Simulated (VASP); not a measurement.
TiC: single point with LDA

The system is TiC.

```
CELL_PARAMETERS angstrom
-4.33234 4.33234 4.33234
4.33234 -4.33234 4.33234
4.33234 4.33234 -4.33234
ATOMIC_POSITIONS crystal
Ti 0.00000 0.00000 0.00000
Ti 0.00000 0.25000 0.75000
Ti 0.00000 0.50000 0.50000
Ti 0.00000 0.75000 0.25000
Ti 0.25000 0.00000 0.75000
Ti 0.25000 0.25000 0.50000
Ti 0.25000 0.50000 0.25000
Ti 0.25000 0.75000 0.00000
Ti 0.50000 0.00000 0.50000
Ti 0.50000 0.25000 0.25000
Ti 0.50000 0.50000 0.00000
Ti 0.50000 0.75000 0.75000
Ti 0.75000 0.00000 0.25000
Ti 0.75000 0.25000 0.00000
Ti 0.75000 0.50000 0.75000
Ti 0.75000 0.75000 0.50000
C 0.00000 0.00000 0.50000
C 0.00000 0.25000 0.25000
C 0.00000 0.50000 0.00000
C 0.00000 0.75000 0.75000
C 0.25000 0.00000 0.25000
C 0.25000 0.25000 0.00000
C 0.25000 0.50000 0.75000
C 0.25000 0.75000 0.50000
C 0.50000 0.00000 0.00000
C 0.50000 0.25000 0.75000
C 0.50000 0.50000 0.50000
C 0.50000 0.75000 0.25000
C 0.75000 0.00000 0.75000
C 0.75000 0.25000 0.50000
C 0.75000 0.50000 0.25000
C 0.75000 0.75000 0.00000
```

```
Program             : VASP 6.6.1
Task                : single point
Functional          : LDA
Potentials or basis : VASP PAW LDA potentials, release 64 (Ti_sv, C)
Cutoff              : 600 eV
k mesh              : 3 × 3 × 3
Occupations         : methfessel-paxton, width 0.1 eV
Spin                : no spin polarisation
```

The pressure is -12.3 GPa and the band gap on the k mesh is zero (bands 128 and 129 overlap by 0.22 eV).

Levels at points of the mesh, in eV from the Fermi level:
| k point | band 126 | band 127 | band 128 | band 129 | band 130 | band 131 |
| --- | --- | --- | --- | --- | --- | --- |
| (0.00, 0.00, 0.00) | 0.13 | 0.13 | 0.13 | 0.77 | 0.77 | 0.77 |

It took 15 min on 1 thread of Oxide Virtual Turin-like Processor, on a shared host, peak memory 0.42 GiB.

Caveat: the cell stands under tension.
